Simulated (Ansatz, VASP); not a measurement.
# Sc in VASP and in Ansatz

```xyz
2
Lattice="3.3088 0.0000 0.0000 -1.6544 2.8655 0.0000 0.0000 0.0000 5.3207" Properties=species:S:1:pos:R:3 pbc="T T T"
Sc    0.0000    1.9103    1.3302
Sc    1.6544    0.9552    3.9905
```

Change from the starting cell: strain +0.0100 x Voigt [0, 0, 1, 0, 0, 0], atoms carried along.

Alike in both runs: task single point; functional PBE; k mesh 18 × 18 × 10; occupations gaussian, width 0.15 eV; no spin polarisation.

|  | VASP | Ansatz |
| --- | --- | --- |
| version | VASP 6.6.1 | Ansatz 0.2.0 |
| potentials or method | VASP PAW PBE potentials, release 64 (Sc_sv), cutoff 520 eV | scalar-relativistic, plane waves, PAW |
| valence electrons in the cell | 22 | 22 |

|  | VASP | Ansatz | Ansatz less VASP |
| --- | --- | --- | --- |
| gap on the k mesh at the Fermi level (eV) | none | none | - |
| pressure (GPa) | -1.0 | -1.1 | -0.05 |
| traceless stress, the component that is largest in VASP (GPa) | -1.45 | -1.45 | 0.000 |

A gap of «none» marks a metal or a gap that the smearing closes. The functional is the same, so the differences come from potentials, cutoffs and numerics.
